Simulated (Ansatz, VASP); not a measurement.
Given: the input of a run of VASP 6.6.1 on Ti.

File POSCAR:

```
Ti
1.0
    0.0000000000      2.0567135898      2.0567135898
    2.0567135898      0.0000000000      2.0567135898
    2.0567135898      2.0567135898      0.0000000000
Ti
1
Direct
    0.0000000000      0.0000000000      0.0000000000
```

The input INCAR.step1:

```
SYSTEM = Ti
  PREC = Accurate
  ENCUT = 520
  ISMEAR = -1
  SIGMA = 0.05
  LREAL = .False.
  LASPH = .True.
  NELM = 80
  NBANDS = 12
  GGA = PE
  ALGO = Normal
  EDIFF = 1E-4
  LWAVE = .True.
  LCHARG = .False.
```

Contents of INCAR.step2:

```
SYSTEM = Ti
  PREC = Accurate
  ENCUT = 520
  EDIFF = 1E-6
  ISMEAR = -1
  SIGMA = 0.05
  LREAL = .False.
  LASPH = .True.
  NELM = 80
  ALGO = Normal
  ISIF = 2
  LWAVE = .False.
  LCHARG = .False.
  METAGGA = R2SCAN
  LMIXTAU = .True.
  NBANDS = 12
  ISTART = 1
```

Contents of KPOINTS:

```
regular mesh
0
Gamma
  11 11 11
  0 0 0
```

Potentials or basis: VASP PAW PBE potentials, release 64 (Ti_sv).

Launch:

```bash
$ cat potpaw_PBE.64/Ti_sv/POTCAR > POTCAR
$ cp INCAR.step1 INCAR
$ mpirun -np 1 vasp_std > vasp.out
$ cp INCAR.step2 INCAR
$ mpirun -np 1 vasp_std > vasp.out
```

Set up the same calculation for Ansatz 0.2.0. Potentials there: Ansatz PAW.

As run (the cutoff follows the program's own potentials):

input.yaml

```yaml
crystal:
  lattice:
    - [0.0, 2.0567135898, 2.0567135898]
    - [2.0567135898, 0.0, 2.0567135898]
    - [2.0567135898, 2.0567135898, 0.0]
  atoms:
    - { symbol: Ti, position: [0.0, 0.0, 0.0] }
hamiltonian:
  xc: r2scan
  pseudopotentials: { kind: paw }
kpoints:
  mp_grid: { grid: [11, 11, 11] }
scf:
  occupations: { method: fermi_dirac, width: 0.05 }
output:
  forces: true
  stress: true
  eigenvalues: true
```

Potentials or basis: Ansatz PAW.

Run with:

```console
$ ansatz run input.yaml --threads 2 --pin off --max-ram 5632MiB --backend cpu --events-out ev --progress --plain --runs-dir out
```

Both were run:

|  | VASP | Ansatz | Ansatz less VASP |
| --- | --- | --- | --- |
| gap on the k mesh at the Fermi level (eV) | none | none | - |
| pressure (GPa) | 0.1 | -0.3 | -0.39 |

VASP's potentials were made for PBE, not for r2SCAN. A gap of «none» marks a metal or a gap that the smearing closes.
